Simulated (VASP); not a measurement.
Runs of VASP 6.6.1 on Ir. The structure is that of space group P6_3/mmc (No. 194), or close to it. The cells are those of the table. 

| task | cell | k mesh | cutoff (eV) | gap on the mesh (eV) | pressure (GPa) |
| --- | --- | --- | --- | --- | --- |
| single point | a = 2.760, b = 2.760, c = 4.475 Å, angles 90.0, 90.0, 120.0°, 2 atoms | 15 × 15 × 8 | 520 | none | 0.2 |
| single point | a = 2.832, b = 2.832, c = 4.592 Å, angles 90.0, 90.0, 120.0°, 2 atoms | 15 × 15 × 8 | 520 | none | (a) |
| single point | a = 2.760, b = 2.760, c = 4.475 Å, angles 90.0, 90.0, 120.0°, 2 atoms | 21 × 21 × 12 | 520 | none | 0.2 |
| single point | a = 2.760, b = 2.760, c = 4.475 Å, angles 90.0, 90.0, 120.0°, 2 atoms | 13 × 13 × 7 | 520 | none | 0.3 |
| single point | a = 2.796, b = 2.796, c = 4.534 Å, angles 90.0, 90.0, 120.0°, 2 atoms | 15 × 15 × 8 | 520 | none | -11.4 |
| single point | a = 2.645, b = 2.645, c = 4.289 Å, angles 90.0, 90.0, 120.0°, 2 atoms | 15 × 15 × 8 | 520 | none | 58.6 |
| single point | a = 2.684, b = 2.684, c = 4.353 Å, angles 90.0, 90.0, 120.0°, 2 atoms | 15 × 15 × 8 | 520 | none | 34.2 |
| relaxation of cell and atoms | relaxed from a = 2.715, b = 2.715, c = 4.433 Å, angles 90.0, 90.0, 120.0°, 2 atoms | 13 × 13 × 7 | 600 | none | 0.0 |
| single point | a = 2.866, b = 2.866, c = 4.648 Å, angles 90.0, 90.0, 120.0°, 2 atoms | 15 × 15 × 8 | 520 | none | -27.3 |
| single point | a = 2.723, b = 2.723, c = 4.415 Å, angles 90.0, 90.0, 120.0°, 2 atoms | 15 × 15 × 8 | 520 | none | (b) |

Alike in all rows: level RPBE; potentials or basis VASP PAW PBE potentials, release 64 (Ir); no spin polarisation; smearing fermi-dirac 0.1 eV.

Question: Fill in the values left out.

Answer: (a) -20.4; (b) 15.1.

Caveats: the PAW data sets were made with another functional, which shifts forces and pressure a little; spin-orbit coupling is left out, which moves the levels of the heavy elements.

A k mesh can miss the band edges, and the runs leave out spin-orbit coupling on Ir.

A gap of «none» marks levels without a gap at the run's occupations.
